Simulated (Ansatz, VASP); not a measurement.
# One calculation of Pt, two programs

```
CELL_PARAMETERS angstrom
2.76067 0.00000 0.00000
-1.38033 2.39081 0.00000
0.00000 0.00000 4.79213
ATOMIC_POSITIONS crystal
Pt 0.66667 0.33333 0.75000
Pt 0.33333 0.66667 0.25000
```

Alike in both runs: task single point; functional PBEsol; k mesh 14 × 14 × 7; no spin polarisation.

|  | VASP | Ansatz |
| --- | --- | --- |
| version | VASP 6.6.1 | Ansatz 0.2.0 |
| potentials or method | VASP PAW PBE potentials, release 64 (Pt) | plane waves, PAW |
| plane-wave cutoff (eV) | 520 | 420 |
| occupations | fermi-dirac, width 0.1 eV | fermi-dirac |
| valence electrons in the cell | 20 | 36 |

```csv
,VASP,Ansatz,Ansatz less VASP
gap on the k mesh at the Fermi level (eV),none,none,-
pressure (GPa),-11.0,-10.6,+0.38
"traceless stress, the component that is largest in VASP (GPa)",-1.03,-0.95,+0.079
```

VASP's potentials were made for PBE, not for PBEsol. A gap of «none» marks a metal or a gap that the smearing closes. VASP's potentials hold 20 valence electrons a cell and Ansatz's 36, so a difference there can come from the potentials and not from the codes.

Spin-orbit coupling is off throughout.
